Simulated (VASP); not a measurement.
Here is a VASP 6.6.1 calculation.

The input INCAR:

```
PREC     = Accurate       # precision mode
ENCUT    = 500            # plane-wave cutoff, eV
EDIFF    = 1E-6           # SCF threshold, eV
ISMEAR   = 0              # smearing method
SIGMA    = 0.01           # smearing width, eV
LREAL    = False          # projectors in reciprocal space
LASPH    = True           # aspherical terms in the spheres
NELM     = 120            # most SCF steps
ALGO     = Normal         # electronic algorithm
ISIF     = 2              # what is computed and relaxed
LWAVE    = False          # write WAVECAR
LCHARG   = True           # write CHGCAR
LELF     = True           # ELF
LVHAR    = True         
NBANDS   = 35             # bands
GGA_COMPAT= False
```

Contents of KPOINTS:

```
Automatic mesh
0
Gamma
  6 6 2
```

The input POSCAR:

```
MoS2
1.0
    3.1846118734      0.0000000000      0.0000000000
   -1.5923059367      2.7579547835      0.0000000000
    0.0000000000      0.0000000000     11.9311473609
Mo S
2 4
Direct
    0.3333333333      0.6666666667      0.2500000000
    0.6666666667      0.3333333333      0.7500000000
    0.3333333333      0.6666666667      0.6212940471
    0.6666666667      0.3333333333      0.1212940471
    0.3333333333      0.6666666667      0.8787059529
    0.6666666667      0.3333333333      0.3787059529
```

Potentials or basis: VASP PAW LDA potentials, release 64 (Mo_sv, S).

Command:

```sh
$ cat potpaw_LDA.64/Mo_sv/POTCAR potpaw_LDA.64/S/POTCAR > POTCAR
$ mpirun -np 1 vasp_std > vasp.out
```

**Question.** Predict the band gap on the k mesh.

**Answer.** 0.66 eV (least direct gap 1.54 eV).

**Question.** What does it give for the largest force?

**Answer.** 0.043 eV/Å.

Forces on the atoms (eV/Å):
```
Mo   0.000  0.000  0.000
Mo   0.000  0.000  0.000
S    0.000  0.000  0.043
S    0.000  0.000  0.043
S    0.000  0.000 -0.043
S    0.000  0.000 -0.043
```

Caveat: the cell differs from its parent crystal (in-plane strain +0.02); the cell stands under tension. A k mesh can miss the band edges.
